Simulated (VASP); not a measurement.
Input of a VASP 6.6.1 run:

File INCAR:

```
PREC = Accurate
ENCUT = 520
EDIFF = 1E-6
ISMEAR = -1
SIGMA = 0.1
LREAL = False
LASPH = True
NELM = 80
ALGO = Normal
ISIF = 2
LWAVE = False
LCHARG = False
GGA = RP
NBANDS = 15
```

The input KPOINTS:

```
Automatic mesh
0
Gamma
  10 10 10
```

Contents of POSCAR:

```
Os
1.0
    0.0000000000      2.7903079534      2.7903079534
    2.7903079534      0.0000000000      2.7903079534
    2.7903079534      2.7903079534      0.0000000000
Os
2
Direct
    0.1250000000      0.1250000000      0.1250000000
    0.8750000000      0.8750000000      0.8750000000
```

Potentials or basis: VASP PAW PBE potentials, release 64 (Os).

Run with:

```sh
$ cat potpaw_PBE.64/Os/POTCAR > POTCAR
$ mpirun -np 1 vasp_std > vasp.out
```

Q: What does it give for the pressure?

A: -1.1 GPa.

Q: Predict the band gap on the k mesh.

A: Zero (bands 8 and 9 overlap by 1.10 eV).

Caveat: the PAW data sets were made with another functional, which shifts forces and pressure a little; spin-orbit coupling is left out, which moves the levels of the heavy elements.
